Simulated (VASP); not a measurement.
# Ir (Fm-3m) in VASP: relaxation of cell and atoms with LDA

Aim: the relaxation of cell and atoms of Ir with LDA.

All numbers are computed with VASP 6.6.1; they aren't measurements. Logs are shortened: lines on timing, memory, paths and dates and some standing lists are left out, and cuts for length are marked.

### 1 The cell of the first run

It takes space group Fm-3m (No. 225, cubic). Conventional cell: a = 3.839 Å, b = 3.839 Å, c = 3.839 Å, α = 90.00°, β = 90.00°, γ = 90.00°. Ir (site symmetry m-3m) has 12 Ir at 2.71 Å within 3.6 Å.

### 2 Relaxation of cell and atoms, LDA

The input, INCAR:

```
SYSTEM = Ir
  PREC = Accurate
  ENCUT = 560
  EDIFF = 1E-7
  ISMEAR = -1
  SIGMA = 0.05
  LREAL = .FALSE.
  LASPH = .TRUE.
  NELM = 120
  ALGO = Normal
  ISIF = 3
  LWAVE = .FALSE.
  LCHARG = .FALSE.
  GGA = CA
  IBRION = 2
  NSW = 100
  EDIFFG = -0.003
  GGA_COMPAT = .FALSE.
  NELMIN = 4
```

The input, KPOINTS:

```
Automatic mesh
0
G
  23 23 23
  0 0 0
```

The input, POSCAR:

```
Ir
1.0
    0.0000000000      1.9197000000      1.9197000000
    1.9197000000      0.0000000000      1.9197000000
    1.9197000000      1.9197000000      0.0000000000
Ir
1
Direct
    0.0000000000      0.0000000000      0.0000000000
```

Potentials or basis: VASP PAW LDA potentials, release 64 (Ir_sv_GW).

Launch:

```bash
cat potpaw_LDA.64/Ir_sv_GW/POTCAR > POTCAR
mpirun -np 1 vasp_std > vasp.out
```

OUTCAR:

```text
SYSTEM = Ir
   PREC = Accurate
   ENCUT = 560
   EDIFF = 1E-7
   ISMEAR = -1
   LREAL = .FALSE.
   LASPH = .TRUE.
   NELM = 120
   ISIF = 3
   GGA = CA
   IBRION = 2
   NSW = 100
   EDIFFG = -0.003
   NELMIN = 4

 ion  position               nearest neighbor table
   1  0.000  0.000  0.000-

  LATTYP: Found a face centered cubic cell.
 ALAT       =     3.8394000000

  Lattice vectors:

 A1 = (   0.0000000000,   1.9197000000,   1.9197000000)
 A2 = (   1.9197000000,   0.0000000000,   1.9197000000)
 A3 = (   1.9197000000,   1.9197000000,   0.0000000000)

Analysis of symmetry for initial positions (statically):
=====================================================================
 Subroutine PRICEL returns:
 Original cell was already a primitive cell.

 Routine SETGRP: Setting up the symmetry group for a
 face centered cubic supercell.

 Subroutine GETGRP returns: Found 48 space group operations
 (whereof 48 operations were pure point group operations)
 out of a pool of 48 trial point group operations.

The static configuration has the point symmetry O_h .

Analysis of symmetry for dynamics (positions and initial velocities):
=====================================================================
 Subroutine PRICEL returns:
 Original cell was already a primitive cell.

 Routine SETGRP: Setting up the symmetry group for a
 face centered cubic supercell.

 Subroutine GETGRP returns: Found 48 space group operations
 (whereof 48 operations were pure point group operations)
 out of a pool of 48 trial point group operations.

The dynamic configuration has the point symmetry O_h .

 Subroutine INISYM returns: Found 48 space group operations
 (whereof 48 operations are pure point group operations),
 and found     1 'primitive' translations

----------------------------------------------------------------------------------------

                                     Primitive cell

  volume of cell :      14.1491

  direct lattice vectors                    reciprocal lattice vectors
     0.000000000  1.919700000  1.919700000    -0.260457363  0.260457363  0.260457363
     1.919700000  0.000000000  1.919700000     0.260457363 -0.260457363  0.260457363
     1.919700000  1.919700000  0.000000000     0.260457363  0.260457363 -0.260457363

  length of vectors
     2.714865776  2.714865776  2.714865776     0.451125386  0.451125386  0.451125386

  position of ions in fractional coordinates (direct lattice)
     0.000000000  0.000000000  0.000000000

[... 96 lines left out ...]
  volume/ion in A,a.u.               =      14.15        95.48
  Fermi-wavevector in a.u.,A,eV,Ry     =   1.740395  3.288869 41.211694  3.028974
  Thomas-Fermi vector in A             =   2.813052
   LORBIT       =      0    0 simple, 1 ext, 2 COOP (PROOUT), +10 PAW based schemes
   GGA     = CA    functional components
   LHFCALC =     F    Hartree Fock is set to
   AEXX    =    0.0000 exact exchange contribution
   IVDW    =     0    specifies the selected vdW correction
   LEPSILON=     F    determine dielectric tensor
   LRPA    =     F    only Hartree local field effects (RPA)
 conjugate gradient relaxation of ions
 non-spin polarized calculation
  energy-cutoff  :      560.00
  volume of cell :       14.15
 maximum number of plane-waves:       444
 NGX is ok and might be reduce to    24
   NGX = 11   NGY = 11   NGZ = 11

--------------------------------------- Ionic step        1  -------------------------------------------

 number of electron      17.0000000 magnetization

 Free energy of the ion-electron system (eV)
  ---------------------------------------------------
  ext. energy  EPLUGINS =         0.00000000
  ---------------------------------------------------
  free energy    TOTEN  =       -10.90592869 eV

  energy without entropy =      -10.89953587  energy(sigma->0) =      -10.90273228

------------------------ aborting loop because EDIFF is reached ----------------------------------------

  FORCE on cell =-STRESS in cart. coord.  units (eV):
  Direction    XX          YY          ZZ          XY          YZ          ZX
  --------------------------------------------------------------------------------------
  -------------------------------------------------------------------------------------
  Total       -0.7933099     -0.7933099     -0.7933099     -0.0000000     -0.0000000      0.0000000
  in kB      -89.8304072    -89.8304072    -89.8304072     -0.0000000     -0.0000000      0.0000000
  external PRESSURE =     -89.8304072 kB  Pullay stress =       0.0000000 kB
[... 197 lines left out ...]
--------------------------------------- Ionic step        7  -------------------------------------------

 number of electron      17.0000000 magnetization

 Free energy of the ion-electron system (eV)
  ---------------------------------------------------
  ext. energy  EPLUGINS =         0.00000000
  ---------------------------------------------------
  free energy    TOTEN  =       -10.91506878 eV

  energy without entropy =      -10.90890912  energy(sigma->0) =      -10.91198895

 E-fermi :  13.0768     XC(G=0): -14.9295

 val. band max:       13.0634945370   @ k =   0.3043   0.1739   0.0000
 cond. band min:      13.0820854200   @ k =  -0.2609   0.3043   0.1304
 fundamental gap:      0.0185908831
 Fermi energy:        13.0767882701

 k-point     1 :       0.0000    0.0000    0.0000
  band No.  band energies     occupation
      1     -79.5101      2.00000
      2     -36.1468      2.00000
      3     -36.1468      2.00000
      4     -36.1468      2.00000
      5       1.7752      2.00000
      6       9.0580      2.00000
      7       9.0580      2.00000
      8       9.0580      2.00000
      9      11.8783      2.00000
     10      11.8783      2.00000
     11      26.6829      0.00000
     12      32.2839      0.00000
[... 331 lines left out ...]
 k-point    24 :      -0.4783    0.0435    0.0000
  band No.  band energies     occupation
      1     -79.4356      2.00000
      2     -37.0076      2.00000
      3     -36.2806      2.00000
      4     -36.2715      2.00000
      5       4.8320      2.00000
      6       8.8911      2.00000
      7       9.0205      2.00000
      8      11.9583      2.00000
      9      14.0140      0.00000
     10      14.5037      0.00000
     11      20.5949      0.00000
     12      26.5122      0.00000

 [... further k-points ...]

------------------------ aborting loop because EDIFF is reached ----------------------------------------

  FORCE on cell =-STRESS in cart. coord.  units (eV):
  Direction    XX          YY          ZZ          XY          YZ          ZX
  --------------------------------------------------------------------------------------
  -------------------------------------------------------------------------------------
  Total        0.0002322      0.0002322      0.0002322     -0.0000000      0.0000000     -0.0000000
  in kB        0.0269013      0.0269013      0.0269013     -0.0000000      0.0000000     -0.0000000
  external PRESSURE =       0.0269013 kB  Pullay stress =       0.0000000 kB
[... 16 lines left out ...]
  FREE ENERGIE OF THE ION-ELECTRON SYSTEM (eV)
  ---------------------------------------------------
  free  energy   TOTEN  =       -10.9150687778 eV

  energy  without entropy=      -10.9089091193  energy(sigma->0) =      -10.91198895

 reached required accuracy - stopping structural energy minimisation
```

CONTCAR:

```text
Ir
   1.00000000000000
    -0.0000000000000000    1.9051843197464331    1.9051843197464331
     1.9051843197464331   -0.0000000000000000    1.9051843197464331
     1.9051843197464331    1.9051843197464331   -0.0000000000000000
  Ir
     1
Direct
     0.0000000000000000    0.0000000000000000    0.0000000000000000

  0.00000000E+00  0.00000000E+00  0.00000000E+00
```

It took 8.1 min on 1 thread of AMD EPYC 7R43 (Zen 3), shared host; peak memory 0.18 GiB.

Results:

* Free energy: -10.9151 eV
* Relaxed volume: 13.83 Å³/atom
* Relaxed cell: a = 2.694 Å, b = 2.694 Å, c = 2.694 Å, α = 60.00°, β = 60.00°, γ = 60.00°
* Space group after relaxing (to 0.1 Å): Fm-3m (No. 225)
* Energy gained by relaxing: 9.1 meV/atom
* Ionic steps: 7
* Pressure after relaxing: 0.0 GPa
* Band gap on the k mesh: zero (an odd number of electrons rules out a gap without spin polarisation)

The path:
```csv
step,energy change (eV),largest force (eV/Å),pressure (GPa),volume (Å³)
1,0.0000,0.0000,-8.98,14.15
2,0.1664,0.0000,49.53,12.59
3,-0.0091,0.0000,-0.42,13.84
4,-0.0091,0.0000,-0.06,13.83
5,-0.0091,0.0000,0.13,13.83
6,-0.0091,0.0000,-0.45,13.85
7,-0.0091,0.0000,0.00,13.83
```

Final structure:
```
CELL_PARAMETERS angstrom
0.00000 1.90518 1.90518
1.90518 0.00000 1.90518
1.90518 1.90518 0.00000
ATOMIC_POSITIONS crystal
Ir 0.00000 0.00000 0.00000
```

Caveat: spin-orbit coupling is left out, which moves the levels of the heavy elements. Zero-point motion and thermal expansion aren't in these numbers.
